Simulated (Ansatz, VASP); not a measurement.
One calculation of Al2O3, two programs

INCAR

```
ALGO = Normal
EDIFF = 1E-7
ENCUT = 520
GGA = PE
ISIF = 2
ISMEAR = 0
LASPH = T
LCHARG = F
LREAL = F
LWAVE = F
NBANDS = 35
NELM = 100
PREC = Accurate
SIGMA = 0.05
```

KPOINTS

```
k-points
0
Gamma
  6 6 6
```

The input POSCAR:

```
Al2O3
1.0
    2.4211441995      1.3978482553      4.7723980364
   -2.4211441995      1.3978482553      4.7723980364
    0.0000000000     -2.7956965107      4.7723980364
Al O
4 6
Direct
    0.8521293568      0.8521293568      0.8521293568
    0.6478706432      0.6478706432      0.6478706432
    0.1478706432      0.1478706432      0.1478706432
    0.3521293568      0.3521293568      0.3521293568
    0.0561574040      0.4438425960      0.7500000000
    0.7500000000      0.0561574040      0.4438425960
    0.4438425960      0.7500000000      0.0561574040
    0.9438425960      0.5561574040      0.2500000000
    0.2500000000      0.9438425960      0.5561574040
    0.5561574040      0.2500000000      0.9438425960
```

Input for Ansatz:

```yaml
crystal:
  lattice:
    - [2.4211441995, 1.3978482553, 4.7723980364]
    - [-2.4211441995, 1.3978482553, 4.7723980364]
    - [0.0, -2.7956965107, 4.7723980364]
  atoms:
    - { symbol: Al, position: [0.8521293568, 0.8521293568, 0.8521293568] }
    - { symbol: Al, position: [0.6478706432, 0.6478706432, 0.6478706432] }
    - { symbol: Al, position: [0.1478706432, 0.1478706432, 0.1478706432] }
    - { symbol: Al, position: [0.3521293568, 0.3521293568, 0.3521293568] }
    - { symbol: O, position: [0.056157404, 0.443842596, 0.75] }
    - { symbol: O, position: [0.75, 0.056157404, 0.443842596] }
    - { symbol: O, position: [0.443842596, 0.75, 0.056157404] }
    - { symbol: O, position: [0.943842596, 0.556157404, 0.25] }
    - { symbol: O, position: [0.25, 0.943842596, 0.556157404] }
    - { symbol: O, position: [0.556157404, 0.25, 0.943842596] }
basis:
  ecutwfc: 520.0
kpoints:
  mp_grid: { grid: [6, 6, 6] }
hamiltonian:
  xc: pbe
  pseudopotentials: { kind: paw, azcp: { folder: soft_1 } }
scf:
  occupations: { method: gaussian, width: 0.05 }
output:
  forces: true
  stress: true
  eigenvalues: true
  write_density: true
  write_potential: true
  elf: true
  volumetric_format: npy
```

Alike in both runs: task single point; functional PBE; k mesh 6 × 6 × 6; occupations gaussian, width 0.05 eV; no spin polarisation.

```csv
,VASP,Ansatz
version,VASP 6.6.1,Ansatz 0.2.0
potentials or method,"VASP PAW PBE potentials, release 64 (Al, O), cutoff 520 eV","scalar-relativistic, plane waves, PAW"
valence electrons in the cell,48,48
```

Ansatz gave:

| Quantity | Value |
| --- | --- |
| gap on the k mesh at the Fermi level (eV) | 4.32 |
| least direct gap on the mesh (eV) | 4.32 |
| pressure (GPa) | -18.0 |
| traceless stress, the component that is largest in VASP (GPa) | -17.71 |
| rms of the force components (eV/Å) | 0.081 |

Task: Which values does VASP return?

Result: gap on the k mesh at the Fermi level (eV): 4.31; least direct gap on the mesh (eV): 4.31; pressure (GPa): -18.1; traceless stress, the component that is largest in VASP (GPa): -17.75; rms of the force components (eV/Å): 0.080.

Atom by atom the forces differ by 0.002 eV/Å (rms over components). The functional is the same, so the differences come from potentials, cutoffs and numerics.
